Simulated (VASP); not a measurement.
The system is BaTiO3.

```
Ba Ti O
1.0
     2.82737    1.63238    2.31839
    -2.82737    1.63238    2.31839
     0.00000   -3.26476    2.31839
Ba Ti O
1 1 3
Direct
  0.00000 0.00000 0.00000
  0.48450 0.48450 0.48450
  0.50860 0.50860 0.01750
  0.01750 0.50860 0.50860
  0.50860 0.01750 0.50860
```

| Quantity | Value |
| --- | --- |
| Program | VASP 6.6.1 |
| Task | relaxation of cell and atoms |
| Functional | BLYP |
| Dispersion | D3(BJ) |
| Potentials or basis | VASP PAW PBE potentials, release 64 (Ba_sv, Ti_sv, O) |
| Cutoff | 600 eV |
| k mesh | 6 × 6 × 6 |
| Occupations | gaussian, width 0.01 eV |
| Spin | no spin polarisation |

At the start: pressure 4.8 GPa; volume 12.84 Å³/atom.

Problem. Where does the relaxation end?

Solution. Over 13 steps the energy falls by 5.8 meV/atom and the volume is 13.20 Å³/atom (+2.8 %); space group R3m (No. 160, to 0.05 Å).

The path:
| step | energy change (eV) | largest force (eV/Å) | pressure (GPa) | volume (Å³) |
| --- | --- | --- | --- | --- |
| 1 | 0.0000 | 0.3518 | 4.78 | 64.20 |
| 2 | 0.0085 | 0.3251 | -4.95 | 67.83 |
| 3 | -0.0276 | 0.0960 | -0.03 | 65.85 |
| 4 | -0.0276 | 0.0965 | 0.02 | 65.82 |
| 5 | -0.0281 | 0.0645 | 0.08 | 65.85 |
| 6 | -0.0285 | 0.0325 | 0.06 | 65.89 |
| 7 | -0.0283 | 0.0685 | 0.07 | 65.98 |
| 8 | -0.0286 | 0.0425 | 0.05 | 65.92 |
| 9 | -0.0287 | 0.0267 | -0.03 | 65.98 |
| 10 | -0.0287 | 0.0165 | -0.12 | 66.05 |
| 11 | -0.0288 | 0.0181 | -0.11 | 66.02 |
| 12 | -0.0287 | 0.0229 | 0.18 | 65.95 |
| 13 | -0.0288 | 0.0052 | 0.06 | 65.99 |

Final structure:
```cif
data_structure
_symmetry_space_group_name_H-M 'P 1'
_symmetry_Int_Tables_number 1
_cell_length_a 4.0411
_cell_length_b 4.0411
_cell_length_c 4.0411
_cell_angle_alpha 89.847
_cell_angle_beta 89.847
_cell_angle_gamma 89.847
_cell_volume 65.99
loop_
_atom_site_label
_atom_site_type_symbol
_atom_site_fract_x
_atom_site_fract_y
_atom_site_fract_z
_atom_site_occupancy
Ba1 Ba 0.99732 0.99732 0.99732 1
Ti1 Ti 0.48486 0.48486 0.48486 1
O1 O 0.50978 0.50978 0.01745 1
O2 O 0.01745 0.50978 0.50978 1
O3 O 0.50978 0.01745 0.50978 1
```

Caveat: the PAW data sets were made with another functional, which shifts forces and pressure a little.
